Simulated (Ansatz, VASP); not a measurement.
**One calculation of Ge, two programs**

The input POSCAR:

```
Ge
1.0
    2.8375026868     -2.8375026868      0.0000000000
    2.8375026868      0.0000000000     -2.8375026868
    5.9636805083      5.9636805083      5.9636805083
Ge
6
Direct
    0.6666666667      0.6666666667      0.5154152831
    1.0000000000      0.0000000000      0.1982171274
    0.3333333333      0.3333333333      0.8326134387
    0.6666666667      0.6666666667      0.7533138998
    1.0000000000      1.0000000000      0.4361157442
    0.3333333333      0.3333333333      0.1189175885
```

File INCAR.step1:

```
SYSTEM = Ge
ALGO = Normal
EDIFF = 1E-4
ENCUT = 520
GGA = PE
ISMEAR = 0
LASPH = .True.
LCHARG = .False.
LREAL = .False.
LWAVE = .True.
NBANDS = 51
NELM = 60
PREC = Accurate
SIGMA = 0.03
```

The input INCAR.step2:

```
SYSTEM = Ge
ALGO = Normal
EDIFF = 1E-7
ENCUT = 520
ISIF = 2
ISMEAR = 0
ISTART = 1
LASPH = .True.
LCHARG = .False.
LMIXTAU = .True.
LREAL = .False.
LWAVE = .False.
METAGGA = R2SCAN
NBANDS = 51
NELM = 60
PREC = Accurate
SIGMA = 0.03
```

KPOINTS

```
k-points
0
Gamma
  10 10 4
  0 0 0
```

Input for Ansatz:

```yaml
crystal:
  lattice:
    - [2.8375026867, -2.8375026867, 0.0]
    - [2.8375026867, 0.0, -2.8375026867]
    - [5.963680508, 5.963680508, 5.963680508]
  atoms:
    - { symbol: Ge, position: [0.6666666667, 0.6666666667, 0.5154152831] }
    - { symbol: Ge, position: [1.0, 0.0, 0.1982171274] }
    - { symbol: Ge, position: [0.3333333333, 0.3333333333, 0.8326134387] }
    - { symbol: Ge, position: [0.6666666667, 0.6666666667, 0.7533138998] }
    - { symbol: Ge, position: [1.0, 0.0, 0.4361157442] }
    - { symbol: Ge, position: [0.3333333333, 0.3333333333, 0.1189175885] }
basis:
  ecutwfc: 500
kpoints:
  mp_grid: { grid: [10, 10, 4] }
hamiltonian:
  xc: r2scan
scf:
  occupations: { method: gaussian, width: 0.03 }
output:
  forces: true
  stress: true
  eigenvalues: true
```

Alike in both runs: task single point; functional r2SCAN; k mesh 10 × 10 × 4; occupations gaussian, width 0.03 eV; no spin polarisation.

|  | VASP | Ansatz |
| --- | --- | --- |
| version | VASP 6.6.1 | Ansatz 0.2.0 |
| potentials or method | VASP PAW PBE potentials, release 64 (Ge_d), cutoff 520 eV | scalar-relativistic, plane waves, PAW |
| valence electrons in the cell | 84 | 84 |

```tsv
	VASP	Ansatz	Ansatz less VASP
gap on the k mesh at the Fermi level (eV)	0.06	0.07	+0.014
least direct gap on the mesh (eV)	0.17	0.17	+0.005
pressure (GPa)	-1.5	-1.5	-0.07
traceless stress, the component that is largest in VASP (GPa)	-1.62	-1.61	+0.012
rms of the force components (eV/Å)	0.428	0.427	-0.0017
```

VASP's potentials were made for PBE, not for r2SCAN. Atom by atom the forces differ by 0.003 eV/Å (rms over components).
